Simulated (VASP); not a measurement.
# GaP (R-3m) in VASP: further runs

Runs on GaP. Level: LDA. Tasks: single point.

All numbers are computed with VASP 6.6.1; they aren't measurements. Logs are shortened: lines on timing, memory, paths and dates and some standing lists are left out, and cuts for length are marked.

### Step 1. The cell of the first run

Symmetry: R-3m, No. 166, trigonal system. Conventional cell: a = 3.731 Å, b = 3.731 Å, c = 20.064 Å, α = 90.00°, β = 90.00°, γ = 120.00°. Within 3.1 Å of Ga (site symmetry 3m) lie 3 P at 2.33 Å and 1 Ga at 2.59 Å. P (site symmetry 3m) has 1 P at 2.30 Å and 3 Ga at 2.33 Å within 3.0 Å.

### Step 2. Single point, LDA (strain -0.040 along x and y, +0.040 along z)

The input, INCAR:

```
PREC     = Accurate       # precision mode
ENCUT    = 520            # plane-wave cutoff, eV
EDIFF    = 1E-6           # SCF threshold, eV
ISMEAR   = 0              # smearing method
SIGMA    = 0.05           # smearing width, eV
LREAL    = F              # projectors in reciprocal space
LASPH    = T              # aspherical terms in the spheres
NELM     = 100            # most SCF steps
ALGO     = Normal         # electronic algorithm
ISIF     = 2              # what is computed and relaxed
LWAVE    = F              # write WAVECAR
LCHARG   = F              # write CHGCAR
NBANDS   = 26             # bands
```

The input, KPOINTS:

```
regular mesh
0
Gamma
  12 12 12
```

The input, POSCAR:

```
GaP
1.0
    1.8652945685      1.0769283212      6.6880425043
   -1.8652945685      1.0769283212      6.6880425043
    0.0000000000     -2.1538566424      6.6880425043
Ga P
2 2
Direct
    0.4353720000      0.4353720000      0.4353720000
    0.5646280000      0.5646280000      0.5646280000
    0.0573890000      0.0573890000      0.0573890000
    0.9426110000      0.9426110000      0.9426110000
```

Potentials or basis: VASP PAW LDA potentials, release 64 (Ga_d, P).

On the command line:

```console
$ cat potpaw_LDA.64/Ga_d/POTCAR potpaw_LDA.64/P/POTCAR > POTCAR
$ mpirun -np 1 vasp_std > vasp.out
```

OUTCAR:

```text
PREC = Accurate
   ENCUT = 520
   EDIFF = 1E-6
   ISMEAR = 0
   LREAL = F
   LASPH = T
   NELM = 100
   ISIF = 2

 ion  position               nearest neighbor table
   1  0.435  0.435  0.435-   3 2.33   3 2.33   3 2.33   2 2.59
   2  0.565  0.565  0.565-   4 2.33   4 2.33   4 2.33   1 2.59
   3  0.057  0.057  0.057-   4 2.30   1 2.33   1 2.33   1 2.33
   4  0.943  0.943  0.943-   3 2.30   2 2.33   2 2.33   2 2.33

  LATTYP: Found a trigonal (rhomboedric) cell.
 ALAT       =     7.0263084885
 COS(alpha) =     0.8590482670

  Lattice vectors:

 A1 = (   1.8652945685,   1.0769283212,   6.6880425043)
 A2 = (  -1.8652945685,   1.0769283212,   6.6880425043)
 A3 = (   0.0000000000,  -2.1538566424,   6.6880425043)

Analysis of symmetry for initial positions (statically):
=====================================================================
 Subroutine PRICEL returns:
 Original cell was already a primitive cell.

 Routine SETGRP: Setting up the symmetry group for a
 trigonal (rhombohedral) supercell.

 Subroutine GETGRP returns: Found 12 space group operations
 (whereof 12 operations were pure point group operations)
 out of a pool of 12 trial point group operations.

The static configuration has the point symmetry D_3d.

Analysis of symmetry for dynamics (positions and initial velocities):
=====================================================================
 Subroutine PRICEL returns:
 Original cell was already a primitive cell.

 Routine SETGRP: Setting up the symmetry group for a
 trigonal (rhombohedral) supercell.

 Subroutine GETGRP returns: Found 12 space group operations
 (whereof 12 operations were pure point group operations)
 out of a pool of 12 trial point group operations.

The dynamic configuration has the point symmetry D_3d.

 Subroutine INISYM returns: Found 12 space group operations
 (whereof 12 operations are pure point group operations),
 and found     1 'primitive' translations

----------------------------------------------------------------------------------------

                                     Primitive cell

  volume of cell :      80.6092

  direct lattice vectors                    reciprocal lattice vectors
     1.865294568  1.076928321  6.688042504     0.268054177  0.154761151  0.049840194
    -1.865294568  1.076928321  6.688042504    -0.268054177  0.154761151  0.049840194
     0.000000000 -2.153856642  6.688042504     0.000000000 -0.309522302  0.049840194

  length of vectors
     7.026308489  7.026308489  7.026308488     0.313509331  0.313509331  0.313509331

  position of ions in fractional coordinates (direct lattice)
     0.435372000  0.435372000  0.435372000
     0.564628000  0.564628000  0.564628000
     0.057389000  0.057389000  0.057389000
     0.942611000  0.942611000  0.942611000

  ion indices of the primitive-cell ions
   primitive index   ion index
                 1           1
                 2           2
                 3           3
                 4           4

----------------------------------------------------------------------------------------

 KPOINTS: regular mesh

Automatic generation of k-mesh.
 Grid dimensions read from file:
 generate k-points for:   12   12   12

 Generating k-lattice:

  Cartesian coordinates                     Fractional coordinates (reciprocal lattice)
     0.022337848  0.012896763  0.004153349     0.083333333 -0.000000000 -0.000000000
    -0.022337848  0.012896763  0.004153349    -0.000000000  0.083333333 -0.000000000
     0.000000000 -0.025793525  0.004153349    -0.000000000 -0.000000000  0.083333333

  Length of vectors
     0.026125778  0.026125778  0.026125778

  Shift w.r.t. Gamma in fractional coordinates (k-lattice)
     0.000000000  0.000000000  0.000000000

 Subroutine IBZKPT returns following result:
 ===========================================

 Found    189 irreducible k-points:

 Following reciprocal coordinates:
            Coordinates               Weight
  0.000000  0.000000  0.000000      1.000000
  0.083333 -0.000000  0.000000      6.000000
  0.166667  0.000000  0.000000      6.000000
  0.250000 -0.000000  0.000000      6.000000
  0.333333 -0.000000  0.000000      6.000000
  0.416667  0.000000  0.000000      6.000000
[... 16 lines left out ...]
  0.500000  0.166667  0.000000     12.000000
 -0.416667  0.166667 -0.000000     12.000000
 [... further k-points ...]
   k-points           NKPTS =    189   k-points in BZ     NKDIM =    189   number of bands    NBANDS=     26
   number of dos      NEDOS =    301   number of ions     NIONS =      4
   total plane-waves  NPLWV = 157464
   dimension x,y,z NGX =    54 NGY =   54 NGZ =   54
   dimension x,y,z NGXF=   108 NGYF=  108 NGZF=  108
   ions per type =               2   2
   NGX,Y,Z   is equivalent  to a cutoff of  12.78, 12.78, 12.78 a.u.
   NGXF,Y,Z  is equivalent  to a cutoff of  25.55, 25.55, 25.55 a.u.
 SYSTEM =  unknown system
   PREC   = accura    normal or accurate (medium, high low for compatibility)
   ISTART =      0    job   : 0-new  1-cont  2-samecut
   ICHARG =      2    charge: 1-file 2-atom 10-const
   ISPIN  =      1    spin polarized calculation?
   LNONCOLLINEAR =      F non collinear calculations
   LSORBIT =      F    spin-orbit coupling
   LASPH  =      T    aspherical Exc in radial PAW
   ENCUT  =  520.0 eV  38.22 Ry    6.18 a.u.  13.06 13.06 13.06*2*pi/ulx,y,z
   NELM   =    100;   NELMIN=  2; NELMDL= -5     # of ELM steps
   EDIFF  = 0.1E-05   stopping-criterion for ELM
   LREAL  =      F    real-space projection
   EDIFFG = 0.1E-04   stopping-criterion for IOM
   NSW    =      0    number of steps for IOM
   IBRION =     -1    ionic relax: 0-MD 1-quasi-New 2-CG
   NFREE  =      0    steps in history (QN), initial steepest desc. (CG)
   ISIF   =      2    stress and relaxation
   ISYM   =      2    0-nonsym 1-usesym 2-fastsym
   POTIM  = 0.5000    time-step for ionic-motion
   TEBEG  =    0.0;   TEEND  =   0.0 temperature during run
   PSTRESS=    0.0 pullay stress
   NELECT =      36.0000    total number of electrons
   NUPDOWN=      -1.0000    fix difference up-down
   EMIN   =  10.00;   EMAX   =-10.00  energy-range for DOS
   EFERMI =   0.00;   METHOD = LEGACY
   ISMEAR =     0;   SIGMA  =   0.05  broadening in eV -4-tet -1-fermi 0-gaus
   EFERMI_NEDOS =   21; number of points for ismear=-14 and -15
   IALGO  =     38    algorithm
   IMIX   =      4    mixing-type and parameters
     AMIX     =   0.40;   BMIX     =  1.00
     AMIX_MAG =   1.60;   BMIX_MAG =  1.00
  volume/ion in A,a.u.               =      20.15       135.99
  Fermi-wavevector in a.u.,A,eV,Ry     =   1.251356  2.364720 21.305247  1.565891
  Thomas-Fermi vector in A             =   2.385307
   LORBIT       =      0    0 simple, 1 ext, 2 COOP (PROOUT), +10 PAW based schemes
   GGA     = CA    functional components
   LHFCALC =     F    Hartree Fock is set to
   AEXX    =    0.0000 exact exchange contribution
   IVDW    =     0    specifies the selected vdW correction
   LEPSILON=     F    determine dielectric tensor
   LRPA    =     F    only Hartree local field effects (RPA)
 non-spin polarized calculation
 Gauss-broadening in eV      SIGMA  =   0.05
  energy-cutoff  :      520.00
  volume of cell :       80.61
 maximum number of plane-waves:      2190
 NGX is ok and might be reduce to    54
   NGX = 27   NGY = 27   NGZ = 27

 number of electron      35.9999994 magnetization

 Free energy of the ion-electron system (eV)
  ---------------------------------------------------
  ext. energy  EPLUGINS =         0.00000000
  ---------------------------------------------------
  free energy    TOTEN  =       -20.21032883 eV

  energy without entropy =      -20.21032882  energy(sigma->0) =      -20.21032882

 E-fermi :   5.0994     XC(G=0): -10.1918

 val. band max:        4.9505504547   @ k =   0.0000   0.0000   0.0000
 cond. band min:       5.2488344055   @ k =   0.5000   0.5000   0.0000
 fundamental gap:      0.2982839508
 Fermi energy:         5.0993945092

 k-point     1 :       0.0000    0.0000    0.0000
  band No.  band energies     occupation
      1     -10.0709      2.00000
      2      -9.9884      2.00000
      3      -9.9884      2.00000
      4      -9.9837      2.00000
      5      -9.9837      2.00000
      6      -9.9068      2.00000
[... 18 lines left out ...]
     25       9.4961      0.00000
     26      13.1313      0.00000

 k-point     2 :       0.0833   -0.0000    0.0000
  band No.  band energies     occupation
      1     -10.0707      2.00000
      2      -9.9966      2.00000
      3      -9.9902      2.00000
      4      -9.9862      2.00000
      5      -9.9798      2.00000
      6      -9.9087      2.00000
[... 18 lines left out ...]
     25       9.7714      0.00000
     26      13.2192      0.00000

 k-point     3 :       0.1667    0.0000    0.0000
  band No.  band energies     occupation
      1     -10.0734      2.00000
      2     -10.0170      2.00000
      3     -10.0022      2.00000
      4      -9.9806      2.00000
      5      -9.9692      2.00000
      6      -9.9137      2.00000
[... 18 lines left out ...]
     25      10.4970      0.00000
     26      12.3010      0.00000

 k-point     4 :       0.2500   -0.0000    0.0000
  band No.  band energies     occupation
      1     -10.0856      2.00000
      2     -10.0401      2.00000
      3     -10.0081      2.00000
      4      -9.9744      2.00000
      5      -9.9547      2.00000
      6      -9.9206      2.00000
[... 18 lines left out ...]
     25      11.3934      0.00000
     26      11.6800      0.00000
[... 496 lines left out ...]
      1     -10.1032      2.00000
      2     -10.0558      2.00000
      3     -10.0125      2.00000
      4      -9.9688      2.00000
      5      -9.9481      2.00000
      6      -9.9178      2.00000
[... 18 lines left out ...]
     25      10.6713      0.00000
     26      12.1123      0.00000

 k-point    23 :       0.5000    0.1667    0.0000
  band No.  band energies     occupation
      1     -10.1144      2.00000
      2     -10.0649      2.00000
      3     -10.0081      2.00000
      4      -9.9672      2.00000
      5      -9.9463      2.00000
      6      -9.9173      2.00000
[... 18 lines left out ...]
     25      12.1145      0.00000
     26      12.3832      0.00000

 k-point    24 :      -0.4167    0.1667   -0.0000
  band No.  band energies     occupation
      1     -10.1193      2.00000
      2     -10.0668      2.00000
      3     -10.0070      2.00000
      4      -9.9671      2.00000
      5      -9.9457      2.00000
      6      -9.9170      2.00000
[... 18 lines left out ...]
     25      11.6495      0.00000
     26      13.1148      0.00000

 [... further k-points ...]

------------------------ aborting loop because EDIFF is reached ----------------------------------------

  FORCE on cell =-STRESS in cart. coord.  units (eV):
  Direction    XX          YY          ZZ          XY          YZ          ZX
  --------------------------------------------------------------------------------------
  -------------------------------------------------------------------------------------
  Total        1.5211358      1.5211358     -5.4619957      0.0000000     -0.0000000      0.0000000
  in kB       30.2338933     30.2338933   -108.5619000      0.0000000     -0.0000000      0.0000000
  external PRESSURE =     -16.0313711 kB  Pullay stress =       0.0000000 kB

 VOLUME and BASIS-vectors are now :
 -----------------------------------------------------------------------------
  energy-cutoff  :      520.00
  volume of cell :       80.61
      direct lattice vectors                 reciprocal lattice vectors
     1.865294568  1.076928321  6.688042504     0.268054177  0.154761151  0.049840194
    -1.865294568  1.076928321  6.688042504    -0.268054177  0.154761151  0.049840194
     0.000000000 -2.153856642  6.688042504     0.000000000 -0.309522302  0.049840194

 POSITION                                       TOTAL-FORCE (eV/Angst)
 -----------------------------------------------------------------------------------
      0.00000      0.00000      8.73536         0.000000     -0.000000      0.432439
      0.00000      0.00000     11.32877         0.000000      0.000000     -0.432439
      0.00000      0.00000      1.15146         0.000000      0.000000     -0.588581
      0.00000      0.00000     18.91267         0.000000     -0.000000      0.588581
 -----------------------------------------------------------------------------------
    total drift:                                0.000000      0.000000      0.000000

  FREE ENERGIE OF THE ION-ELECTRON SYSTEM (eV)
  ---------------------------------------------------
  free  energy   TOTEN  =       -20.2103288312 eV

  energy  without entropy=      -20.2103288182  energy(sigma->0) =      -20.21032882
```

It took 10 min on 1 thread of Intel Xeon Platinum 8488C (Sapphire Rapids), shared host; peak memory 0.52 GiB.

Results:

- Free energy: -20.2103 eV
- Pressure: -1.6 GPa
- Largest force: 0.589 eV/Å
- Band gap on the k mesh: 0.30 eV (least direct gap 0.59 eV)

Forces in eV/Å, atoms in the order of the input:
```
Ga   0.000  0.000  0.432
Ga   0.000  0.000 -0.432
P    0.000  0.000 -0.589
P    0.000  0.000  0.589
```

Caveat: the cell differs from its parent crystal (strain -0.040 along x and y, +0.040 along z); the stress differs along the axes, from -11 to 3 GPa; semilocal functionals underestimate gaps, and a narrow one can read as zero. A k mesh can miss the band edges.

### Step 3. Single point, LDA (strain +0.000 along x and y, -0.040 along z)

The input, INCAR:

```
PREC = Accurate
ENCUT = 520
EDIFF = 1E-7
ISMEAR = 0
SIGMA = 0.05
LREAL = F
LASPH = T
NELM = 100
ALGO = Normal
ISIF = 2
LWAVE = F
LCHARG = F
NBANDS = 26
```

The input, KPOINTS:

```
Automatic mesh
0
Gamma
  12 12 12
```

The input, POSCAR:

```
GaP
1.0
    1.9430151755      1.1218003346      6.1735776963
   -1.9430151755      1.1218003346      6.1735776963
    0.0000000000     -2.2436006692      6.1735776963
Ga P
2 2
Direct
    0.4353720000      0.4353720000      0.4353720000
    0.5646280000      0.5646280000      0.5646280000
    0.0573890000      0.0573890000      0.0573890000
    0.9426110000      0.9426110000      0.9426110000
```

Potentials or basis: VASP PAW LDA potentials, release 64 (Ga_d, P).

On the command line:

```console
$ cat potpaw_LDA.64/Ga_d/POTCAR potpaw_LDA.64/P/POTCAR > POTCAR
$ mpirun -np 1 vasp_std > vasp.out
```

Run time: 9.4 min. Hardware: 1 thread of Intel Xeon Platinum 8488C (Sapphire Rapids), shared host; peak memory 0.49 GiB.

Results (log left out):

| Quantity | Value |
| --- | --- |
| Free energy | -20.3236 eV |
| Pressure | -1.3 GPa |
| Largest force | 0.845 eV/Å |
| Band gap on the k mesh | 0.70 eV |

Forces on the atoms (eV/Å):
```
Ga   0.000  0.000 -0.172
Ga   0.000  0.000  0.172
P    0.000  0.000  0.845
P    0.000  0.000 -0.845
```

Stress tensor (GPa, compression positive):
```
-4.44  0.00  0.00
 0.00 -4.44  0.00
 0.00  0.00  4.96
```

Levels at points of the mesh, in eV from the valence-band top:
```
           k point  band 16  band 17  band 18  band 19  band 20  band 21
(0.00, 0.00, 0.00)    -0.19     0.00     0.00     0.71     1.81     3.05
(0.50, 0.00, 0.00)    -3.10    -2.89    -1.85     1.36     2.56     4.18
(0.50, 0.50, 0.00)    -3.41    -1.18    -0.43     0.92     1.11     1.60
(0.50, 0.50, 0.50)    -1.99    -0.33    -0.33     0.76     2.17     3.64
```

Caveat: the cell differs from its parent crystal (strain +0.000 along x and y, -0.040 along z); the stress differs along the axes, from -4 to 5 GPa; semilocal functionals underestimate gaps, and a narrow one can read as zero. A k mesh can miss the band edges.
